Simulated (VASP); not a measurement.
# HC16 (a cell with a defect): single point with PBEsol

HC16 (a cell with a defect):

```
CELL_PARAMETERS angstrom
0.00000 3.57000 3.57000
3.57000 0.00000 3.57000
3.57000 3.57000 0.00000
ATOMIC_POSITIONS crystal
C 0.00136 0.99056 0.99324
C 0.12550 0.11800 0.11475
C 0.01162 0.99340 0.48462
C 0.12611 0.11898 0.61854
C 0.00318 0.49034 0.99733
C 0.12604 0.61660 0.12180
C 0.00193 0.49222 0.49562
C 0.12808 0.61516 0.62015
C 0.49028 0.98790 0.02180
C 0.62602 0.11838 0.12261
C 0.49992 0.99236 0.49467
C 0.63038 0.12801 0.59570
C 0.49927 0.49217 0.99898
C 0.62489 0.60649 0.13308
C 0.50039 0.49279 0.50285
C 0.62789 0.61697 0.62430
H 0.72301 0.89342 0.80905
```

```yaml
Program: VASP 6.6.1
Task: single point
Functional: PBEsol
Potentials_or_basis: VASP PAW PBE potentials, release 64 (C, H)
Cutoff: 520 eV
k_mesh: 3 × 3 × 3
Occupations: gaussian, width 0.05 eV
Spin: no spin polarisation
Dipole_correction: no
Charge: 1
Further_INCAR_settings: LREAL = Auto; ALGO = Normal; EDIFF = 1e-06; NBANDS = 46; NELECT = 64.0
```

```
Largest force : 0.023 eV/Å
```

Forces in eV/Å, atoms in the order of the input:
```
C   -0.009 -0.006 -0.005
C    0.011  0.004 -0.008
C    0.000 -0.008 -0.012
C    0.006  0.006  0.007
C   -0.012 -0.008 -0.012
C   -0.004  0.012 -0.008
C    0.005 -0.006 -0.006
C    0.012  0.005  0.004
C    0.011 -0.014  0.008
C    0.013  0.014  0.010
C   -0.004 -0.009 -0.018
C   -0.002  0.015  0.008
C   -0.005 -0.002  0.004
C   -0.007  0.004  0.022
C    0.008 -0.015  0.001
C   -0.011 -0.005 -0.001
H   -0.013  0.013  0.007
```

Levels at points of the mesh, in eV from the Fermi level:
| k point | band 29 | band 30 | band 31 | band 32 | band 33 | band 34 | band 35 | band 36 |
| --- | --- | --- | --- | --- | --- | --- | --- | --- |
| (0.00, 0.00, 0.00) | -2.90 | -0.57 | -0.41 | -0.28 | 2.59 | 2.67 | 3.89 | 4.04 |

Wall time 120 s on 1 thread of AMD EPYC 7R43 64-Core Processor (Zen 3), with other jobs on the host, peak memory 0.21 GiB.

Caveat: the k points lie up to 0.51 Å⁻¹ apart; the cell carries a net charge on a neutralising background, which shifts energy and pressure; the cell is charged against a uniform background, so pressure and absolute levels hang on convention; the PAW data sets were made with another functional, which shifts forces and pressure a little.
